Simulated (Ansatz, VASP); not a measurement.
## AlN: VASP beside Ansatz

File INCAR:

```
  ALGO = Normal
  EDIFF = 1E-6
  ENCUT = 600
  GGA = PS
  GGA_COMPAT = False
  ISIF = 2
  ISMEAR = 0
  LASPH = True
  LCHARG = False
  LREAL = False
  LWAVE = False
  NBANDS = 16
  NELM = 120
  PREC = Accurate
  SIGMA = 0.01
```

File KPOINTS:

```
k-points
0
Gamma
  9 9 4
```

POSCAR

```
AlN
1.0
    3.0670711286      0.0000000000      0.0000000000
   -1.5335355643      2.6561615126      0.0000000000
    0.0000000000      0.0000000000      5.0269993239
Al N
2 2
Direct
    0.3333333333      0.6666666667      0.0022044359
    0.6666666667      0.3333333333      0.5022044359
    0.3333333333      0.6666666667      0.3797955641
    0.6666666667      0.3333333333      0.8797955641
```

Input for Ansatz:

```yaml
crystal:
  lattice:
    - [3.0670711286, 0.0, 0.0]
    - [-1.5335355643, 2.6561615126, 0.0]
    - [0.0, 0.0, 5.0269993239]
  atoms:
    - { symbol: Al, position: [0.3333333333, 0.6666666667, 0.0022044359] }
    - { symbol: Al, position: [0.6666666667, 0.3333333333, 0.5022044359] }
    - { symbol: "N", position: [0.3333333333, 0.6666666667, 0.3797955641] }
    - { symbol: "N", position: [0.6666666667, 0.3333333333, 0.8797955641] }
basis:
  ecutwfc: 600.0
kpoints:
  mp_grid: { grid: [9, 9, 4] }
  band_path:
    path:
      - [0.0, 0.0, 0.0]
      - [0.0, 0.0, 0.0]
      - [0.0, 0.0, 0.0]
      - [0.0, 0.0, 0.0]
      - [0.0, 0.0, 0.0]
      - [0.0, 0.0, 0.0]
      - [0.0, 0.0, 0.0]
      - [0.0, 0.0, 0.0]
      - [0.0, 0.0, 0.0]
      - [0.0, 0.0, 0.0]
      - [0.0, 0.0, 0.0]
      - [0.0, 0.0, 0.0]
      - [0.0, 0.0, 0.0]
      - [0.0, 0.0, 0.0]
      - [0.0, 0.0, 0.0]
      - [0.0, 0.0, 0.0]
      - [0.0, 0.0, 0.0]
      - [0.0, 0.0, 0.0]
      - [0.0, 0.0, 0.0]
      - [0.0, 0.0, 0.0]
      - [0.0, 0.0, 0.0]
      - [0.0, 0.0, 0.0]
      - [0.0, 0.0, 0.0]
      - [0.0, 0.0, 0.0]
      - [0.0, 0.0, 0.0]
      - [0.0, 0.0, 0.0]
      - [0.3, 0.0, 0.0]
      - [0.3166666667, 0.0, 0.0]
      - [0.3333333333, 0.0, 0.0]
      - [0.35, 0.0, 0.0]
      - [0.3666666667, 0.0, 0.0]
      - [0.3833333333, 0.0, 0.0]
      - [0.4, 0.0, 0.0]
      - [0.4166666667, 0.0, 0.0]
      - [0.4333333333, 0.0, 0.0]
      - [0.45, 0.0, 0.0]
      - [0.4666666667, 0.0, 0.0]
      - [0.4833333333, 0.0, 0.0]
      - [0.5, 0.0, 0.0]
      - [0.5, 0.0, 0.0]
      - [0.5, 0.0, 0.0416666667]
      - [0.5, 0.0, 0.0833333333]
      - [0.5, 0.0, 0.125]
      - [0.5, 0.0, 0.1666666667]
      - [0.5, 0.0, 0.2083333333]
      - [0.5, 0.0, 0.25]
      - [0.5, 0.0, 0.2916666667]
      - [0.5, 0.0, 0.3333333333]
      - [0.5, 0.0, 0.375]
      - [0.5, 0.0, 0.4166666667]
      - [0.5, 0.0, 0.4583333333]
      - [0.5, 0.0, 0.5]
      - [0.3333333333, 0.3333333333, 0.0]
      - [0.3333333333, 0.3333333333, 0.0]
      - [0.3333333333, 0.3333333333, 0.0]
      - [0.3333333333, 0.3333333333, 0.0]
      - [0.3333333333, 0.3333333333, 0.0]
      - [0.3333333333, 0.3333333333, 0.0]
      - [0.3333333333, 0.3333333333, 0.0]
      - [0.3333333333, 0.3333333333, 0.0]
      - [0.3333333333, 0.3333333333, 0.0]
      - [0.3333333333, 0.3333333333, 0.0]
      - [0.3333333333, 0.3333333333, 0.0]
      - [0.3333333333, 0.3333333333, 0.0]
      - [0.3333333333, 0.3333333333, 0.0]
      - [0.0, 0.0, 0.5]
      - [0.0, 0.0, 0.5]
      - [0.0, 0.0, 0.5]
      - [0.0, 0.0, 0.5]
      - [0.0, 0.0, 0.5]
      - [0.0, 0.0, 0.5]
      - [0.0, 0.0, 0.5]
      - [0.0, 0.0, 0.5]
      - [0.0, 0.0, 0.5]
      - [0.0, 0.0, 0.5]
      - [0.0, 0.0, 0.5]
      - [0.0, 0.0, 0.5]
      - [0.0, 0.0, 0.5]
    npoints: 1
hamiltonian:
  xc: pbesol
scf:
  occupations: { method: fixed }
  n_extra_bands: 6
output:
  eigenvalues: true
```

Alike in both runs: task single point; functional PBEsol; k mesh 9 × 9 × 4; no spin polarisation.

|  | VASP | Ansatz |
| --- | --- | --- |
| version | VASP 6.6.1 | Ansatz 0.2.0 |
| potentials or method | VASP PAW PBE potentials, release 64 (Al, N), cutoff 600 eV | scalar-relativistic, plane waves, PAW |
| occupations | gaussian, width 0.01 eV | fixed |
| valence electrons in the cell | 16 | 16 |

VASP gave:

| Item | Value |
| --- | --- |
| gap on the k mesh at the Fermi level (eV) | 4.42 |
| least direct gap on the mesh (eV) | 4.42 |

Task: What did Ansatz give for the same quantities?

Result: gap on the k mesh at the Fermi level (eV): 4.40; least direct gap on the mesh (eV): 4.40.

VASP's potentials were made for PBE, not for PBEsol.
